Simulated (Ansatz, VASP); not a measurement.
# Two plane-wave programs on Se

```
Se
1.0
    -1.78346    1.78346    1.78346
     1.78346   -1.78346    1.78346
     1.78346    1.78346   -1.78346
Se
1
Direct
  0.00000 0.00000 0.00000
```

Alike in both runs: functional BLYP; k mesh 13 × 13 × 13; occupations fermi-dirac, width 0.1 eV; no spin polarisation.

Ansatz relaxed the structure, and its values are those at the end. VASP's run is a single point on that final structure, the one shown.

|  | VASP | Ansatz |
| --- | --- | --- |
| version | VASP 6.6.1 | Ansatz 0.2.0 |
| potentials or method | VASP PAW PBE potentials, release 64 (Se), cutoff 520 eV | plane waves (420 eV) with PAW, scalar-relativistic |
| valence electrons in the cell | 6 | 16 |

Ansatz gave:

- pressure (GPa): 0.0

What did VASP give for the same quantities?

Pressure (GPa): 0.1.

VASP's potentials were made for PBE, not for BLYP. VASP's potentials hold 6 valence electrons a cell and Ansatz's 16, so a difference there can come from the potentials and not from the codes.
